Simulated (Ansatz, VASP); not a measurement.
# One calculation of Cd2InGaO4, two programs

```xyz
8
Lattice="4.1930 0.0000 0.0000 0.0000 4.1930 0.0000 0.0000 0.0000 6.3641" Properties=species:S:1:pos:R:3 pbc="T T T"
Cd    2.0965    2.0965    1.6412
Cd    2.0965    2.0965    4.7229
In    0.0000    0.0000    0.0000
Ga    0.0000    0.0000    3.1821
O     2.0965    0.0000    0.0000
O     0.0000    2.0965    0.0000
O     2.0965    0.0000    3.1821
O     0.0000    2.0965    3.1821
```

Alike in both runs: functional PBE; k mesh 10 × 10 × 6; occupations gaussian, width 0.1 eV; no spin polarisation.

Ansatz relaxed the structure, and its values are those at the end. VASP's run is a single point on that final structure, the one shown.

|  | VASP | Ansatz |
| --- | --- | --- |
| version | VASP 6.6.1 | Ansatz 0.2.0 |
| potentials or method | VASP PAW PBE potentials, release 64 (Cd, In_d, Ga_d, O), cutoff 520 eV | scalar-relativistic, plane waves, PAW |
| valence electrons in the cell | 74 | 90 |

VASP gave:

| Quantity | Value |
| --- | --- |
| gap on the k mesh at the Fermi level (eV) | none |
| pressure (GPa) | 0.6 |
| rms of the force components (eV/Å) | 0.005 |

Q: What did Ansatz give for the same quantities?

A: gap on the k mesh at the Fermi level (eV): none; pressure (GPa): 0.0; rms of the force components (eV/Å): 0.001.

A gap of «none» marks a metal or a gap that the smearing closes. VASP's potentials hold 74 valence electrons a cell and Ansatz's 90, so a difference there can come from the potentials and not from the codes.
